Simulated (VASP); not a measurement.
# SiC (P4_2/mnm) in VASP: further runs, part 2 of 2

VASP 6.6.1. The steps go on from the part before.

## Step 4: Single point, r2SCAN

POSCAR

```
SiC
1.0
    5.3229435569      0.0000000000      0.0000000000
    0.0000000000      5.3229435569      0.0000000000
    0.0000000000      0.0000000000      3.0926496458
Si C
4 4
Direct
    0.6755857371      0.6755857371      0.0000000000
    0.8244142629      0.1755857371      0.5000000000
    0.3244142629      0.3244142629      0.0000000000
    0.1755857371      0.8244142629      0.5000000000
    0.8154412519      0.8154412519      0.5000000000
    0.6845587481      0.3154412519      0.0000000000
    0.1845587481      0.1845587481      0.5000000000
    0.3154412519      0.6845587481      0.0000000000
```

INCAR.step1

```
SYSTEM = SiC
PREC = Accurate
ENCUT = 520
ISMEAR = 0
SIGMA = 0.02
LREAL = .FALSE.
LASPH = .TRUE.
NELM = 80
NBANDS = 26
GGA = PE
ALGO = Normal
EDIFF = 1E-4
LWAVE = .TRUE.
LCHARG = .FALSE.
```

INCAR.step2

```
SYSTEM = SiC
PREC = Accurate
ENCUT = 520
EDIFF = 1E-7
ISMEAR = 0
SIGMA = 0.02
LREAL = .FALSE.
LASPH = .TRUE.
NELM = 80
ALGO = Normal
ISIF = 2
LWAVE = .FALSE.
LCHARG = .TRUE.
METAGGA = R2SCAN
LMIXTAU = .TRUE.
LELF = .TRUE.
LVHAR = .TRUE.
NBANDS = 26
ISTART = 1
```

KPOINTS

```
regular mesh
0
G
  6 6 10
  0 0 0
```

Potentials or basis: VASP PAW PBE potentials, release 64 (Si, C).

On the command line:

```bash
$ cat potpaw_PBE.64/Si/POTCAR potpaw_PBE.64/C/POTCAR > POTCAR
$ cp INCAR.step1 INCAR
$ mpirun -np 1 vasp_std > vasp.out
$ cp INCAR.step2 INCAR
$ mpirun -np 1 vasp_std > vasp.out
```

OUTCAR:

```text
SYSTEM = SiC
   PREC = Accurate
   ENCUT = 520
   EDIFF = 1E-7
   ISMEAR = 0
   LREAL = .FALSE.
   LASPH = .TRUE.
   NELM = 80
   ISIF = 2
   METAGGA = R2SCAN
   ISTART = 1

 ion  position               nearest neighbor table
   1  0.676  0.676  0.000-   5 1.87   5 1.87   8 1.92   6 1.92   3 2.64
   2  0.824  0.176  0.500-   6 1.87   6 1.87   7 1.92   5 1.92   4 2.64
   3  0.324  0.324  0.000-   7 1.87   7 1.87   8 1.92   6 1.92   1 2.64
   4  0.176  0.824  0.500-   8 1.87   8 1.87   5 1.92   7 1.92   2 2.64
   5  0.815  0.815  0.500-   1 1.87   1 1.87   4 1.92   2 1.92
   6  0.685  0.315  0.000-   2 1.87   2 1.87   3 1.92   1 1.92
   7  0.185  0.185  0.500-   3 1.87   3 1.87   4 1.92   2 1.92
   8  0.315  0.685  0.000-   4 1.87   4 1.87   1 1.92   3 1.92

  LATTYP: Found a simple tetragonal cell.
 ALAT       =     5.3229435569
 C/A-ratio  =     0.5810036520

  Lattice vectors:

 A1 = (   5.3229435569,   0.0000000000,   0.0000000000)
 A2 = (   0.0000000000,   5.3229435569,   0.0000000000)
 A3 = (   0.0000000000,   0.0000000000,   3.0926496458)

Analysis of symmetry for initial positions (statically):
=====================================================================
 Subroutine PRICEL returns:
 Original cell was already a primitive cell.

 Routine SETGRP: Setting up the symmetry group for a
 simple tetragonal supercell.

 Subroutine GETGRP returns: Found 16 space group operations
 (whereof  8 operations were pure point group operations)
 out of a pool of 16 trial point group operations.

The static configuration has the point symmetry D_2h.
 The point group associated with its full space group is D_4h.

Analysis of symmetry for dynamics (positions and initial velocities):
=====================================================================
 Subroutine PRICEL returns:
 Original cell was already a primitive cell.

 Routine SETGRP: Setting up the symmetry group for a
 simple tetragonal supercell.

 Subroutine GETGRP returns: Found 16 space group operations
 (whereof  8 operations were pure point group operations)
 out of a pool of 16 trial point group operations.

The dynamic configuration has the point symmetry D_2h.
 The point group associated with its full space group is D_4h.

 Subroutine INISYM returns: Found 16 space group operations
 (whereof  8 operations are pure point group operations),
 and found     1 'primitive' translations

----------------------------------------------------------------------------------------

                                     Primitive cell

  volume of cell :      87.6263

  direct lattice vectors                    reciprocal lattice vectors
     5.322943557  0.000000000  0.000000000     0.187865979  0.000000000  0.000000000
     0.000000000  5.322943557  0.000000000     0.000000000  0.187865979  0.000000000
     0.000000000  0.000000000  3.092649646     0.000000000  0.000000000  0.323347328

  length of vectors
     5.322943557  5.322943557  3.092649646     0.187865979  0.187865979  0.323347328

  position of ions in fractional coordinates (direct lattice)
     0.675585737  0.675585737  0.000000000
     0.824414263  0.175585737  0.500000000
     0.324414263  0.324414263  0.000000000
[... 49 lines left out ...]
  0.166667  0.166667  0.000000      4.000000
  0.333333  0.166667  0.000000      8.000000
[... 16 lines left out ...]
  0.333333  0.000000  0.200000      8.000000
  0.500000  0.000000  0.200000      4.000000
 [... further k-points ...]
   k-points           NKPTS =     60   k-points in BZ     NKDIM =     60   number of bands    NBANDS=     26
   number of dos      NEDOS =    301   number of ions     NIONS =      8
   total plane-waves  NPLWV =  38400
   dimension x,y,z NGX =    40 NGY =   40 NGZ =   24
   dimension x,y,z NGXF=    80 NGYF=   80 NGZF=   48
   ions per type =               4   4
   NGX,Y,Z   is equivalent  to a cutoff of  12.49, 12.49, 12.90 a.u.
   NGXF,Y,Z  is equivalent  to a cutoff of  24.99, 24.99, 25.80 a.u.
 SYSTEM =  SiC
   PREC   = accura    normal or accurate (medium, high low for compatibility)
   ISTART =      1    job   : 0-new  1-cont  2-samecut
   ICHARG =      0    charge: 1-file 2-atom 10-const
   ISPIN  =      1    spin polarized calculation?
   LNONCOLLINEAR =      F non collinear calculations
   LSORBIT =      F    spin-orbit coupling
   LASPH  =      T    aspherical Exc in radial PAW
   ENCUT  =  520.0 eV  38.22 Ry    6.18 a.u.   9.90  9.90  5.75*2*pi/ulx,y,z
   NELM   =     80;   NELMIN=  2; NELMDL=  0     # of ELM steps
   EDIFF  = 0.1E-06   stopping-criterion for ELM
   LREAL  =      F    real-space projection
   EDIFFG = 0.1E-05   stopping-criterion for IOM
   NSW    =      0    number of steps for IOM
   IBRION =     -1    ionic relax: 0-MD 1-quasi-New 2-CG
   NFREE  =      0    steps in history (QN), initial steepest desc. (CG)
   ISIF   =      2    stress and relaxation
   ISYM   =      2    0-nonsym 1-usesym 2-fastsym
   POTIM  = 0.5000    time-step for ionic-motion
   TEBEG  =    0.0;   TEEND  =   0.0 temperature during run
   PSTRESS=    0.0 pullay stress
   NELECT =      32.0000    total number of electrons
   NUPDOWN=      -1.0000    fix difference up-down
   EMIN   =  10.00;   EMAX   =-10.00  energy-range for DOS
   EFERMI =   0.00;   METHOD = LEGACY
   ISMEAR =     0;   SIGMA  =   0.02  broadening in eV -4-tet -1-fermi 0-gaus
   EFERMI_NEDOS =   21; number of points for ismear=-14 and -15
   IALGO  =     38    algorithm
   IMIX   =      4    mixing-type and parameters
     AMIX     =   0.40;   BMIX     =  1.00
     AMIX_MAG =   1.60;   BMIX_MAG =  1.00
  volume/ion in A,a.u.               =      10.95        73.92
  Fermi-wavevector in a.u.,A,eV,Ry     =   1.170164  2.211289 18.630232  1.369283
  Thomas-Fermi vector in A             =   2.306626
   LORBIT       =      0    0 simple, 1 ext, 2 COOP (PROOUT), +10 PAW based schemes
   METAGGA = R2SCAN    functional components
   LHFCALC =     F    Hartree Fock is set to
   AEXX    =    0.0000 exact exchange contribution
   IVDW    =     0    specifies the selected vdW correction
   LEPSILON=     F    determine dielectric tensor
   LRPA    =     F    only Hartree local field effects (RPA)
 non-spin polarized calculation
 Gauss-broadening in eV      SIGMA  =   0.02
  energy-cutoff  :      520.00
  volume of cell :       87.63
 maximum number of plane-waves:      2386
 NGX is ok and might be reduce to    40
   NGX = 19   NGY = 19   NGZ = 11

 number of electron      31.9999999 magnetization

 Free energy of the ion-electron system (eV)
  ---------------------------------------------------
  ext. energy  EPLUGINS =         0.00000000
  ---------------------------------------------------
  free energy    TOTEN  =       -76.61550100 eV

  energy without entropy =      -76.61550100  energy(sigma->0) =      -76.61550100

 E-fermi :   7.5583     XC(G=0): -11.5849

 val. band max:        7.4436029815   @ k =   0.0000   0.0000   0.0000
 cond. band min:      10.0282671858   @ k =   0.0000   0.0000   0.3000
 fundamental gap:      2.5846642043
 Fermi energy:         7.5582983861

 k-point     1 :       0.0000    0.0000    0.0000
  band No.  band energies     occupation
      1      -8.7051      2.00000
      2      -5.3016      2.00000
      3      -5.3016      2.00000
      4      -4.8190      2.00000
      5      -1.2507      2.00000
      6       0.5757      2.00000
[... 685 lines left out ...]
     25      16.2433      0.00000
     26      16.2433      0.00000

 [... further k-points ...]

------------------------ aborting loop because EDIFF is reached ----------------------------------------

  FORCE on cell =-STRESS in cart. coord.  units (eV):
  Direction    XX          YY          ZZ          XY          YZ          ZX
  --------------------------------------------------------------------------------------
  -------------------------------------------------------------------------------------
  Total       -2.0660536     -2.0660536     -2.2191256      0.0000000      0.0000000      0.0000000
  in kB      -37.7761523    -37.7761523    -40.5749527      0.0000000      0.0000000      0.0000000
  external PRESSURE =     -38.7090858 kB  Pullay stress =       0.0000000 kB

 VOLUME and BASIS-vectors are now :
 -----------------------------------------------------------------------------
  energy-cutoff  :      520.00
  volume of cell :       87.63
      direct lattice vectors                 reciprocal lattice vectors
     5.322943557  0.000000000  0.000000000     0.187865979  0.000000000  0.000000000
     0.000000000  5.322943557  0.000000000     0.000000000  0.187865979  0.000000000
     0.000000000  0.000000000  3.092649646     0.000000000  0.000000000  0.323347328

 POSITION                                       TOTAL-FORCE (eV/Angst)
 -----------------------------------------------------------------------------------
      3.59610      3.59610      0.00000        -0.020670     -0.020670      0.000000
      4.38831      0.93463      1.54632         0.020670     -0.020670      0.000000
      1.72684      1.72684      0.00000         0.020670      0.020670      0.000000
      0.93463      4.38831      1.54632        -0.020670      0.020670      0.000000
      4.34055      4.34055      1.54632        -0.009561     -0.009561      0.000000
      3.64387      1.67908      0.00000         0.009561     -0.009561      0.000000
      0.98240      0.98240      1.54632         0.009561      0.009561      0.000000
      1.67908      3.64387      0.00000        -0.009561      0.009561      0.000000
 -----------------------------------------------------------------------------------
    total drift:                                0.000000      0.000000     -0.000000

  FREE ENERGIE OF THE ION-ELECTRON SYSTEM (eV)
  ---------------------------------------------------
  free  energy   TOTEN  =       -76.6155009977 eV

  energy  without entropy=      -76.6155009977  energy(sigma->0) =      -76.61550100
```

Wall time 8.1 min (1 thread of Intel Xeon 8259CL, shared host); peak memory 0.26 GiB.

What came out:

* Free energy: -76.6155 eV
* Pressure: -3.9 GPa
* Largest force: 0.029 eV/Å
* Band gap on the k mesh: 2.58 eV (least direct gap 3.32 eV)

Forces on the atoms (eV/Å):
```
Si  -0.021 -0.021  0.000
Si   0.021 -0.021  0.000
Si   0.021  0.021  0.000
Si  -0.021  0.021  0.000
C   -0.010 -0.010  0.000
C    0.010 -0.010  0.000
C    0.010  0.010  0.000
C   -0.010  0.010  0.000
```

Stress tensor (GPa, compression positive):
```
-3.78  0.00  0.00
 0.00 -3.78  0.00
 0.00  0.00 -4.06
```

Caveat: the cell stands under tension; the PAW data sets were made with another functional, which shifts forces and pressure a little. A k mesh can miss the band edges.

## Step 5: The runs side by side

```tsv
task	level	cell	k mesh	cutoff (eV)	smearing	gap on the mesh (eV)	pressure (GPa)	largest force (eV/Å)
single point	PBE	a = 5.323, b = 5.323, c = 3.093 Å, 8 atoms, atomic positions A	6 × 6 × 10	520	gaussian 0.02 eV	2.20	0.0	0.01
relaxation of cell and atoms	PBE	relaxed from a = 5.092, b = 5.092, c = 3.008 Å, 8 atoms, atomic positions B	4 × 4 × 6	600	gaussian 0.1 eV	2.17	0.0	0.03
single point	r2SCAN	a = 5.323, b = 5.323, c = 3.093 Å, 8 atoms, atomic positions A	6 × 6 × 10	520	gaussian 0.02 eV	2.58	-3.9	0.03
```

Alike in all rows: potentials or basis VASP PAW PBE potentials, release 64 (Si, C); no spin polarisation.

Caveats: the cell stands under tension (at least some runs); the PAW data sets were made with another functional, which shifts forces and pressure a little (at least some runs).

Total energies depend on the potentials used, so only differences within one code and one set of settings carry meaning.
